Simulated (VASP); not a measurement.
# Re (C2/c) in VASP: notebook

The runs below take Re through single point, with PBEsol.

Everything below comes from runs of VASP 6.6.1. Logs are shortened: lines on timing, memory, paths and dates and some standing lists are left out, and cuts for length are marked.

### 1 The cell of the first run

The typed cell holds 2 atoms: a = 2.751 Å, b = 2.751 Å, c = 5.225 Å, α = 105.28°, β = 105.28°, γ = 119.99°.

### 2 Single point, PBEsol (14.56 Å³/atom)

File INCAR:

```
SYSTEM = Re
PREC = Accurate
ENCUT = 520
EDIFF = 1E-7
ISMEAR = -1
SIGMA = 0.1
LREAL = .FALSE.
LASPH = .TRUE.
NELM = 60
ALGO = Normal
ISIF = 2
LWAVE = .FALSE.
LCHARG = .TRUE.
GGA = PS
LELF = .TRUE.
LVHAR = .TRUE.
NBANDS = 14
```

File KPOINTS:

```
Automatic mesh
0
G
  17 17 8
  0 0 0
```

File POSCAR:

```
Re
1.0
   -1.8498193191      1.5197817672      1.3560285323
    1.5197817672     -1.8498193191      1.3560285323
    3.4243611780      3.4243611780     -1.9604929130
Re
2
Direct
    0.9583254459      0.0416745541      1.0000000000
    0.7916745541      0.2083254459      0.5000000000
```

Potentials or basis: VASP PAW PBE potentials, release 64 (Re).

Run with:

```sh
$ cat potpaw_PBE.64/Re/POTCAR > POTCAR
$ mpirun -np 1 vasp_std > vasp.out
```

OUTCAR:

```text
SYSTEM = Re
   PREC = Accurate
   ENCUT = 520
   EDIFF = 1E-7
   ISMEAR = -1
   LREAL = .FALSE.
   LASPH = .TRUE.
   NELM = 60
   ISIF = 2
   GGA = PS

 ion  position               nearest neighbor table
   1  0.958  0.042  0.000-   2 2.73   2 2.73   2 2.73   2 2.73   2 2.73   2 2.73
   2  0.792  0.208  0.500-   1 2.73   1 2.73   1 2.73   1 2.73   1 2.73   1 2.73

  Warning from LATTYP: Got some problem with cell dimensions!
  Tried to take original basis but could not verify dimensions!
  LATTYP: Found a base centered monoclinic cell.
 ALAT       =     2.7519271598
 B/A-ratio  =     1.7316357880
 C/A-ratio  =     1.6134526930
 COS(beta)  =    -0.0003438232

  Lattice vectors:

 A1 = (  -1.8498193191,   1.5197817672,   1.3560285323)
 A2 = (   1.5197817672,  -1.8498193191,   1.3560285323)
 A3 = (   3.0943236261,   3.0943236261,   0.7515641516)

Analysis of symmetry for initial positions (statically):
=====================================================================
 Subroutine PRICEL returns:
 Original cell was already a primitive cell.

 Routine SETGRP: Setting up the symmetry group for a
 base centered monoclinic supercell.

 Subroutine GETGRP returns: Found  4 space group operations
 (whereof  2 operations were pure point group operations)
 out of a pool of  4 trial point group operations.

The static configuration has the point symmetry C_2 .
 The point group associated with its full space group is C_2h.

Analysis of symmetry for dynamics (positions and initial velocities):
=====================================================================
 Subroutine PRICEL returns:
 Original cell was already a primitive cell.

 Routine SETGRP: Setting up the symmetry group for a
 base centered monoclinic supercell.

 Subroutine GETGRP returns: Found  4 space group operations
 (whereof  2 operations were pure point group operations)
 out of a pool of  4 trial point group operations.

The dynamic configuration has the point symmetry C_2 .
 The point group associated with its full space group is C_2h.

 Subroutine INISYM returns: Found  4 space group operations
 (whereof  2 operations are pure point group operations),
 and found     1 'primitive' translations

----------------------------------------------------------------------------------------

                                     Primitive cell

  volume of cell :      29.1134

  direct lattice vectors                    reciprocal lattice vectors
    -1.849819319  1.519781767  1.356028532    -0.034931416  0.261839618  0.396336877
     1.519781767 -1.849819319  1.356028532     0.261839618 -0.034931416  0.396336877
     3.424361178  3.424361178 -1.960492913     0.156947263  0.156947263  0.038198673

  length of vectors
     2.751432629  2.751432629  5.224560404     0.476301490  0.476301490  0.225219949

  position of ions in fractional coordinates (direct lattice)
     0.958325446  0.041674554  1.000000000
     0.791674554  0.208325446  0.500000000

  ion indices of the primitive-cell ions
   primitive index   ion index
                 1           1
                 2           2

----------------------------------------------------------------------------------------

 KPOINTS: Automatic mesh

Automatic generation of k-mesh.
 Grid dimensions read from file:
 generate k-points for:   17   17    8

 Generating k-lattice:

  Cartesian coordinates                     Fractional coordinates (reciprocal lattice)
    -0.002054789  0.015402330  0.023313934     0.058823529  0.000000000  0.000000000
     0.015402330 -0.002054789  0.023313934     0.000000000  0.058823529  0.000000000
     0.019618408  0.019618408  0.004774834    -0.000000000 -0.000000000  0.125000000

  Length of vectors
     0.028017735  0.028017735  0.028152494

  Shift w.r.t. Gamma in fractional coordinates (k-lattice)
     0.000000000  0.000000000  0.000000000

 Subroutine IBZKPT returns following result:
 ===========================================

 Found    621 irreducible k-points:

 Following reciprocal coordinates:
            Coordinates               Weight
  0.000000  0.000000  0.000000      1.000000
  0.058824 -0.000000  0.000000      4.000000
  0.117647  0.000000 -0.000000      4.000000
  0.176471 -0.000000  0.000000      4.000000
  0.235294  0.000000 -0.000000      4.000000
  0.294118  0.000000 -0.000000      4.000000
[... 16 lines left out ...]
 -0.176471  0.058824  0.000000      4.000000
 -0.117647  0.058824  0.000000      4.000000
 [... further k-points ...]
   k-points           NKPTS =    621   k-points in BZ     NKDIM =    621   number of bands    NBANDS=     14
   number of dos      NEDOS =    301   number of ions     NIONS =      2
   total plane-waves  NPLWV =  16000
   dimension x,y,z NGX =    20 NGY =   20 NGZ =   40
   dimension x,y,z NGXF=    40 NGYF=   40 NGZF=   80
   ions per type =               2
   NGX,Y,Z   is equivalent  to a cutoff of  12.08, 12.08, 12.73 a.u.
   NGXF,Y,Z  is equivalent  to a cutoff of  24.17, 24.17, 25.46 a.u.
 SYSTEM =  Re
   PREC   = accura    normal or accurate (medium, high low for compatibility)
   ISTART =      0    job   : 0-new  1-cont  2-samecut
   ICHARG =      2    charge: 1-file 2-atom 10-const
   ISPIN  =      1    spin polarized calculation?
   LNONCOLLINEAR =      F non collinear calculations
   LSORBIT =      F    spin-orbit coupling
   LASPH  =      T    aspherical Exc in radial PAW
   ENCUT  =  520.0 eV  38.22 Ry    6.18 a.u.   5.12  5.12  9.71*2*pi/ulx,y,z
   NELM   =     60;   NELMIN=  2; NELMDL= -5     # of ELM steps
   EDIFF  = 0.1E-06   stopping-criterion for ELM
   LREAL  =      F    real-space projection
   EDIFFG = 0.1E-05   stopping-criterion for IOM
   NSW    =      0    number of steps for IOM
   IBRION =     -1    ionic relax: 0-MD 1-quasi-New 2-CG
   NFREE  =      0    steps in history (QN), initial steepest desc. (CG)
   ISIF   =      2    stress and relaxation
   ISYM   =      2    0-nonsym 1-usesym 2-fastsym
   POTIM  = 0.5000    time-step for ionic-motion
   TEBEG  =    0.0;   TEEND  =   0.0 temperature during run
   PSTRESS=    0.0 pullay stress
   NELECT =      14.0000    total number of electrons
   NUPDOWN=      -1.0000    fix difference up-down
   EMIN   =  10.00;   EMAX   =-10.00  energy-range for DOS
   EFERMI =   0.00;   METHOD = LEGACY
   ISMEAR =    -1;   SIGMA  =   0.10  broadening in eV -4-tet -1-fermi 0-gaus
   EFERMI_NEDOS =   21; number of points for ismear=-14 and -15
   IALGO  =     38    algorithm
   IMIX   =      4    mixing-type and parameters
     AMIX     =   0.40;   BMIX     =  1.00
     AMIX_MAG =   1.60;   BMIX_MAG =  1.00
  volume/ion in A,a.u.               =      14.56        98.23
  Fermi-wavevector in a.u.,A,eV,Ry     =   1.282585  2.423735 22.381931  1.645026
  Thomas-Fermi vector in A             =   2.414888
   LORBIT       =      0    0 simple, 1 ext, 2 COOP (PROOUT), +10 PAW based schemes
   GGA     = PS    functional components
   LHFCALC =     F    Hartree Fock is set to
   AEXX    =    0.0000 exact exchange contribution
   IVDW    =     0    specifies the selected vdW correction
   LEPSILON=     F    determine dielectric tensor
   LRPA    =     F    only Hartree local field effects (RPA)
 non-spin polarized calculation
  energy-cutoff  :      520.00
  volume of cell :       29.11
 maximum number of plane-waves:       793
   NGX = 11   NGY = 11   NGZ = 19

 number of electron      14.0000001 magnetization

 Free energy of the ion-electron system (eV)
  ---------------------------------------------------
  ext. energy  EPLUGINS =         0.00000000
  ---------------------------------------------------
  free energy    TOTEN  =       -26.76365421 eV

  energy without entropy =      -26.70987816  energy(sigma->0) =      -26.73676619

 E-fermi :   7.8531     XC(G=0): -13.8781

 val. band max:        7.8490473696   @ k =  -0.3529  -0.4118   0.3750
 cond. band min:       7.8533654588   @ k =  -0.2353   0.1765   0.1250
 fundamental gap:      0.0043180892
 Fermi energy:         7.8530762034

 k-point     1 :       0.0000    0.0000    0.0000
  band No.  band energies     occupation
      1      -2.1219      2.00000
      2       1.1304      2.00000
      3       6.2312      2.00000
      4       6.2369      2.00000
      5       6.2501      2.00000
      6       7.0882      1.99905
      7       7.0932      1.99900
      8       8.0307      0.28948
      9       8.0332      0.28342
     10       8.4955      0.00324
     11      11.2711      0.00000
     12      11.2724      0.00000
     13      18.0018      0.00000
     14      22.0312      0.00000

 k-point     2 :       0.0588   -0.0000    0.0000
  band No.  band energies     occupation
      1      -1.9362      2.00000
      2       1.2703      2.00000
      3       5.8349      2.00000
      4       6.3401      2.00000
      5       6.5345      2.00000
      6       6.9304      1.99980
      7       7.1869      1.99745
      8       7.7713      1.38736
      9       7.9889      0.40905
     10       8.1183      0.13168
     11      11.3536      0.00000
     12      11.8915      0.00000
     13      18.1826      0.00000
     14      22.2393      0.00000

 k-point     3 :       0.1176    0.0000   -0.0000
  band No.  band energies     occupation
      1      -1.4008      2.00000
      2       1.6658      2.00000
      3       5.3947      2.00000
      4       6.1556      2.00000
      5       6.4976      2.00000
      6       6.6091      1.99999
      7       7.2310      1.99603
      8       7.4342      1.97014
      9       7.9825      0.43021
     10       8.1253      0.12333
     11      11.5228      0.00000
     12      12.8737      0.00000
     13      18.6860      0.00000
     14      22.8757      0.00000
[... 324 lines left out ...]
 k-point    23 :      -0.1765    0.0588    0.0000
  band No.  band energies     occupation
      1      -1.0093      2.00000
      2       2.0163      2.00000
      3       5.0768      2.00000
      4       5.6230      2.00000
      5       6.4561      2.00000
      6       6.8149      1.99994
      7       7.0641      1.99925
      8       7.6011      1.85110
      9       8.0969      0.16059
     10       8.1567      0.09166
     11      11.6066      0.00000
     12      13.6798      0.00000
     13      18.6515      0.00000
     14      23.6237      0.00000

 k-point    24 :      -0.1176    0.0588    0.0000
  band No.  band energies     occupation
      1      -1.6557      2.00000
      2       1.5310      2.00000
      3       5.4998      2.00000
      4       6.5800      1.99999
      5       6.6561      1.99999
      6       6.7406      1.99997
      7       7.1815      1.99758
      8       7.4146      1.97538
      9       7.7238      1.56929
     10       8.0873      0.17545
     11      11.4657      0.00000
     12      12.7860      0.00000
     13      18.1644      0.00000
     14      22.8415      0.00000

 [... further k-points ...]

------------------------ aborting loop because EDIFF is reached ----------------------------------------

  FORCE on cell =-STRESS in cart. coord.  units (eV):
  Direction    XX          YY          ZZ          XY          YZ          ZX
  --------------------------------------------------------------------------------------
  -------------------------------------------------------------------------------------
  Total        0.0267644      0.0267644      0.0075250     -0.0181297      0.0027519      0.0027519
  in kB        1.4729068      1.4729068      0.4141151     -0.9977176      0.1514421      0.1514423
  external PRESSURE =       1.1199763 kB  Pullay stress =       0.0000000 kB

 VOLUME and BASIS-vectors are now :
 -----------------------------------------------------------------------------
  energy-cutoff  :      520.00
  volume of cell :       29.11
      direct lattice vectors                 reciprocal lattice vectors
    -1.849819319  1.519781767  1.356028532    -0.034931416  0.261839618  0.396336877
     1.519781767 -1.849819319  1.356028532     0.261839618 -0.034931416  0.396336877
     3.424361178  3.424361178 -1.960492913     0.156947263  0.156947263  0.038198673

 POSITION                                       TOTAL-FORCE (eV/Angst)
 -----------------------------------------------------------------------------------
     -1.70939      1.37936      1.35603         0.000738     -0.000738      0.000000
      0.56433      2.52999      0.37578        -0.000738      0.000738     -0.000000
 -----------------------------------------------------------------------------------
    total drift:                               -0.000000      0.000000     -0.000000

  FREE ENERGIE OF THE ION-ELECTRON SYSTEM (eV)
  ---------------------------------------------------
  free  energy   TOTEN  =       -26.7636542089 eV

  energy  without entropy=      -26.7098781646  energy(sigma->0) =      -26.73676619
```

It took 3.7 min on 1 thread of Intel Xeon 6975P-C (Granite Rapids), shared host; peak memory 0.33 GiB.

Results:

```
Free energy            : -26.7637 eV
Pressure               : 0.1 GPa
Band gap on the k mesh : zero (bands 7 and 8 overlap by 3.32 eV)
```

Caveat: the PAW data sets were made with another functional, which shifts forces and pressure a little; spin-orbit coupling is left out, which moves the levels of the heavy elements.

### 3 Single point, PBEsol (15.14 Å³/atom)

This run uses another cell than the first one, of 15.14 Å³/atom.

File INCAR:

```
ALGO = Normal ; EDIFF = 1E-7
ENCUT = 520 ; GGA = PS
ISIF = 2 ; ISMEAR = -1
LASPH = True ; LCHARG = False
LREAL = False ; LWAVE = False
NBANDS = 14 ; NELM = 100
PREC = Accurate ; SIGMA = 0.1
```

File KPOINTS:

```
k-points
0
Gamma
  17 17 8
```

File POSCAR:

```
Re
1.0
   -1.8741618385      1.5397811892      1.3738730594
    1.5397811892     -1.8741618385      1.3738730594
    3.4694237295      3.4694237295     -1.9862918309
Re
2
Direct
    0.9583254459      0.0416745541      1.0000000000
    0.7916745541      0.2083254459      0.5000000000
```

Potentials or basis: VASP PAW PBE potentials, release 64 (Re).

Run with:

```sh
$ cat potpaw_PBE.64/Re/POTCAR > POTCAR
$ mpirun -np 1 vasp_std > vasp.out
```

It took 4.3 min on 1 thread of Intel Xeon 6975P-C (Granite Rapids), shared host; peak memory 0.36 GiB.

The run converged. Its results:

```yaml
Free_energy: -26.7112 eV
Pressure: -14.3 GPa
Band_gap_on_the_k_mesh: zero (bands 7 and 8 overlap by 3.10 eV)
```

Stress tensor (GPa, compression positive):
```
-14.27  -0.16   0.00
 -0.16 -14.27   0.00
  0.00   0.00 -14.29
```

Levels at points of the mesh, in eV from the Fermi level:
```tsv
k point	band 5	band 6	band 7	band 8	band 9	band 10
(0.00, 0.00, 0.00)	-1.50	-0.71	-0.71	0.18	0.18	0.57
(0.00, 0.00, 0.50)	-1.65	-1.65	-1.64	-1.64	2.44	2.44
```

Caveat: the cell stands under tension; the PAW data sets were made with another functional, which shifts forces and pressure a little; spin-orbit coupling is left out, which moves the levels of the heavy elements.
